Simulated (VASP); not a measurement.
# ZnCd2S3 (I-4m2) in VASP: single point with PBE

Aim: the single point of ZnCd2S3 with PBE.

Everything below comes from runs of VASP 6.6.1. Logs are shortened: lines on timing, memory, paths and dates and some standing lists are left out, and cuts for length are marked.

## (1) The cell of the first run

It takes space group I-4m2 (No. 119, tetragonal). The conventional cell has a = 4.055 Å, b = 4.055 Å, c = 17.464 Å, α = 90.00°, β = 90.00°, γ = 90.00°. Within 3.2 Å of Zn (site symmetry -4m2) lie 4 S at 2.39 Å. Within 3.4 Å of Cd (site symmetry 2mm) lie 4 S at 2.55 Å. S (site symmetry -4m2) has 4 Cd at 2.55 Å within 3.4 Å. S (site symmetry 2mm) has 2 Zn at 2.39 Å and 2 Cd at 2.55 Å within 3.2 Å.

## (2) Single point, PBE

INCAR

```
PREC = Accurate ; ENCUT = 520
EDIFF = 1E-7 ; ISMEAR = 0
SIGMA = 0.02 ; LREAL = False
LASPH = True ; NELM = 60
ALGO = Normal ; ISIF = 2
LWAVE = False ; LCHARG = True
GGA = PE ; LELF = True
LVHAR = True ; NBANDS = 36
```

KPOINTS

```
regular mesh
0
Gamma
  10 10 10
```

POSCAR

```
ZnCd2S3
1.0
   -2.0277317000      2.0277317000      8.7320507000
    2.0277317000     -2.0277317000      8.7320507000
    2.0277317000      2.0277317000     -8.7320507000
Zn Cd S
1 2 3
Direct
    0.0000000000      0.0000000000      0.0000000000
    0.6614290000      0.6614290000      0.0000000000
    0.3385710000      0.3385710000      0.0000000000
    0.7500000000      0.2500000000      0.5000000000
    0.4274870000      0.9274870000      0.5000000000
    0.0725130000      0.5725130000      0.5000000000
```

Potentials or basis: VASP PAW PBE potentials, release 64 (Zn, Cd, S).

Command:

```bash
$ cat potpaw_PBE.64/Zn/POTCAR potpaw_PBE.64/Cd/POTCAR potpaw_PBE.64/S/POTCAR > POTCAR
$ mpirun -np 1 vasp_std > vasp.out
```

OUTCAR:

```text
PREC = Accurate
   ENCUT = 520
   EDIFF = 1E-7
   ISMEAR = 0
   LREAL = False
   LASPH = True
   NELM = 60
   ISIF = 2
   GGA = PE

 ion  position               nearest neighbor table
   1  0.000  0.000  0.000-   6 2.39   5 2.39   6 2.39   5 2.39
   2  0.661  0.661  0.000-   4 2.55   4 2.55   6 2.55   6 2.55
   3  0.339  0.339  0.000-   4 2.55   4 2.55   5 2.55   5 2.55
   4  0.750  0.250  0.500-   3 2.55   2 2.55   3 2.55   2 2.55
   5  0.427  0.927  0.500-   1 2.39   1 2.39   3 2.55   3 2.55
   6  0.073  0.573  0.500-   1 2.39   1 2.39   2 2.55   2 2.55

  LATTYP: Found a body centered tetragonal cell.
 ALAT       =     4.0554634000
 C/A-ratio  =     4.3063146372

  Lattice vectors:

 A1 = (  -2.0277317000,   2.0277317000,   8.7320507000)
 A2 = (   2.0277317000,  -2.0277317000,   8.7320507000)
 A3 = (   2.0277317000,   2.0277317000,  -8.7320507000)

Analysis of symmetry for initial positions (statically):
=====================================================================
 Subroutine PRICEL returns:
 Original cell was already a primitive cell.

 Routine SETGRP: Setting up the symmetry group for a
 body centered tetragonal supercell.

 Subroutine GETGRP returns: Found  8 space group operations
 (whereof  8 operations were pure point group operations)
 out of a pool of 16 trial point group operations.

The static configuration has the point symmetry D_2d.

Analysis of symmetry for dynamics (positions and initial velocities):
=====================================================================
 Subroutine PRICEL returns:
 Original cell was already a primitive cell.

 Routine SETGRP: Setting up the symmetry group for a
 body centered tetragonal supercell.

 Subroutine GETGRP returns: Found  8 space group operations
 (whereof  8 operations were pure point group operations)
 out of a pool of 16 trial point group operations.

The dynamic configuration has the point symmetry D_2d.

 Subroutine INISYM returns: Found  8 space group operations
 (whereof  8 operations are pure point group operations),
 and found     1 'primitive' translations

----------------------------------------------------------------------------------------

                                     Primitive cell

  volume of cell :     143.6141

  direct lattice vectors                    reciprocal lattice vectors
    -2.027731700  2.027731700  8.732050700     0.000000000  0.246580946  0.057260318
[... 93 lines left out ...]
   NELM   =     60;   NELMIN=  2; NELMDL= -5     # of ELM steps
   EDIFF  = 0.1E-06   stopping-criterion for ELM
   LREAL  =      F    real-space projection
   EDIFFG = 0.1E-05   stopping-criterion for IOM
   NSW    =      0    number of steps for IOM
   IBRION =     -1    ionic relax: 0-MD 1-quasi-New 2-CG
   NFREE  =      0    steps in history (QN), initial steepest desc. (CG)
   ISIF   =      2    stress and relaxation
   ISYM   =      2    0-nonsym 1-usesym 2-fastsym
   POTIM  = 0.5000    time-step for ionic-motion
   TEBEG  =    0.0;   TEEND  =   0.0 temperature during run
   PSTRESS=    0.0 pullay stress
   NELECT =      54.0000    total number of electrons
   NUPDOWN=      -1.0000    fix difference up-down
   EMIN   =  10.00;   EMAX   =-10.00  energy-range for DOS
   EFERMI =   0.00;   METHOD = LEGACY
   ISMEAR =     0;   SIGMA  =   0.02  broadening in eV -4-tet -1-fermi 0-gaus
   EFERMI_NEDOS =   21; number of points for ismear=-14 and -15
   IALGO  =     38    algorithm
   IMIX   =      4    mixing-type and parameters
     AMIX     =   0.40;   BMIX     =  1.00
     AMIX_MAG =   1.60;   BMIX_MAG =  1.00
  volume/ion in A,a.u.               =      23.94       161.53
  Fermi-wavevector in a.u.,A,eV,Ry     =   1.181609  2.232917 18.996442  1.396199
  Thomas-Fermi vector in A             =   2.317879
   LORBIT       =      0    0 simple, 1 ext, 2 COOP (PROOUT), +10 PAW based schemes
   GGA     = PE    functional components
   LHFCALC =     F    Hartree Fock is set to
   AEXX    =    0.0000 exact exchange contribution
   IVDW    =     0    specifies the selected vdW correction
   LEPSILON=     F    determine dielectric tensor
   LRPA    =     F    only Hartree local field effects (RPA)
 non-spin polarized calculation
 Gauss-broadening in eV      SIGMA  =   0.02
  energy-cutoff  :      520.00
  volume of cell :      143.61
 maximum number of plane-waves:      3920
 NGX is ok and might be reduce to    70
   NGX = 35   NGY = 35   NGZ = 35

 number of electron      54.0000010 magnetization

 Free energy of the ion-electron system (eV)
  ---------------------------------------------------
  ext. energy  EPLUGINS =         0.00000000
  ---------------------------------------------------
  free energy    TOTEN  =       -19.05378690 eV

  energy without entropy =      -19.05378690  energy(sigma->0) =      -19.05378690

 E-fermi :   1.3554     XC(G=0):  -9.1348

 val. band max:        1.2719290636   @ k =   0.0000   0.0000   0.0000
 cond. band min:       2.5073260210   @ k =   0.0000   0.0000   0.0000
 fundamental gap:      1.2353969574
 Fermi energy:         1.3553912718

 k-point     1 :       0.0000    0.0000    0.0000
  band No.  band energies     occupation
      1     -11.1723      2.00000
      2     -10.6462      2.00000
      3     -10.5058      2.00000
      4      -6.3080      2.00000
      5      -6.3080      2.00000
      6      -6.3049      2.00000
[... 925 lines left out ...]
     35       8.6595      0.00000
     36       9.3431      0.00000

 [... further k-points ...]
[... 5 lines left out ...]
  --------------------------------------------------------------------------------------
  -------------------------------------------------------------------------------------
  Total        0.2283272      0.2283272      0.2432903      0.0000000      0.0000000      0.0000000
  in kB        2.5472464      2.5472464      2.7141768      0.0000000      0.0000000      0.0000000
  external PRESSURE =       2.6028899 kB  Pullay stress =       0.0000000 kB

 VOLUME and BASIS-vectors are now :
 -----------------------------------------------------------------------------
  energy-cutoff  :      520.00
  volume of cell :      143.61
      direct lattice vectors                 reciprocal lattice vectors
    -2.027731700  2.027731700  8.732050700     0.000000000  0.246580946  0.057260318
     2.027731700 -2.027731700  8.732050700     0.246580946  0.000000000  0.057260318
     2.027731700  2.027731700 -8.732050700     0.246580946  0.246580946  0.000000000

 POSITION                                       TOTAL-FORCE (eV/Angst)
 -----------------------------------------------------------------------------------
      0.00000      0.00000      0.00000         0.000000     -0.000000      0.000000
      0.00000      0.00000     11.55126         0.000000     -0.000000     -0.000220
      0.00000      0.00000      5.91284         0.000000     -0.000000      0.000220
      0.00000      2.02773      4.36603         0.000000     -0.000000     -0.000000
      2.02773      0.00000      7.46568        -0.000000      0.000000      0.022727
      2.02773      0.00000      1.26637        -0.000000      0.000000     -0.022727
 -----------------------------------------------------------------------------------
    total drift:                                0.000001     -0.000001     -0.000000

  FREE ENERGIE OF THE ION-ELECTRON SYSTEM (eV)
  ---------------------------------------------------
  free  energy   TOTEN  =       -19.0537868955 eV

  energy  without entropy=      -19.0537868955  energy(sigma->0) =      -19.05378690
```

OSZICAR:

```text
N       E                     dE             d eps       ncg     rms          rms(c)
DAV:   1     0.428645711035E+03    0.42865E+03   -0.25628E+04  7344   0.151E+03
DAV:   2     0.203203585570E+02   -0.40833E+03   -0.39211E+03  7524   0.371E+02
DAV:   3    -0.195147360581E+02   -0.39835E+02   -0.39310E+02  8420   0.116E+02
DAV:   4    -0.205886603879E+02   -0.10739E+01   -0.10708E+01  8740   0.186E+01
DAV:   5    -0.206045731067E+02   -0.15913E-01   -0.15907E-01  8864   0.231E+00    0.124E+01
DAV:   6    -0.190584628145E+02    0.15461E+01   -0.29454E+00 10312   0.269E+01    0.967E+00
DAV:   7    -0.190745381159E+02   -0.16075E-01   -0.19703E+00  8276   0.741E+00    0.445E+00
DAV:   8    -0.190559267401E+02    0.18611E-01   -0.25685E-01  8420   0.436E+00    0.819E-01
DAV:   9    -0.190529029243E+02    0.30238E-02   -0.23269E-02  8528   0.157E+00    0.205E-01
DAV:  10    -0.190534111680E+02   -0.50824E-03   -0.30333E-03  8560   0.355E-01    0.120E-01
DAV:  11    -0.190537215203E+02   -0.31035E-03   -0.67753E-04  8692   0.254E-01    0.686E-02
DAV:  12    -0.190537793884E+02   -0.57868E-04   -0.22095E-04  8356   0.126E-01    0.199E-02
DAV:  13    -0.190537856744E+02   -0.62860E-05   -0.25551E-05  8956   0.477E-02    0.133E-02
DAV:  14    -0.190537866410E+02   -0.96663E-06   -0.26964E-06  8224   0.113E-02    0.536E-03
DAV:  15    -0.190537868953E+02   -0.25431E-06   -0.16462E-06  8300   0.823E-03    0.174E-03
DAV:  16    -0.190537868955E+02   -0.15280E-09   -0.16778E-07  6492   0.264E-03
   1 F= -.19053787E+02 E0= -.19053787E+02  d E =-.616991E-12
```

stdout:

```text
POSCAR found type information on POSCAR ZnCdS
 POSCAR found :  3 types and       6 ions
 scaLAPACK will be used
 LDA part: xc-table for (Slater+PW92), standard interpolation
 POSCAR, INCAR and KPOINTS ok, starting setup
 FFT: planning ... GRIDC
 FFT: planning ... GRID_SOFT
 FFT: planning ... GRID
 WAVECAR not read
 entering main loop
```

It took 75 min on 1 thread of Intel Xeon 8259CL, shared host; peak memory 1 GiB.

What came out:

| Quantity | Value |
| --- | --- |
| Free energy | -19.0538 eV |
| Pressure | 0.3 GPa |
| Largest force | 0.023 eV/Å |
| Band gap on the k mesh | 1.24 eV |

Forces in eV/Å, atoms in the order of the input:
```
Zn   0.000  0.000  0.000
Cd   0.000  0.000  0.000
Cd   0.000  0.000  0.000
S    0.000  0.000  0.000
S    0.000  0.000  0.023
S    0.000  0.000 -0.023
```
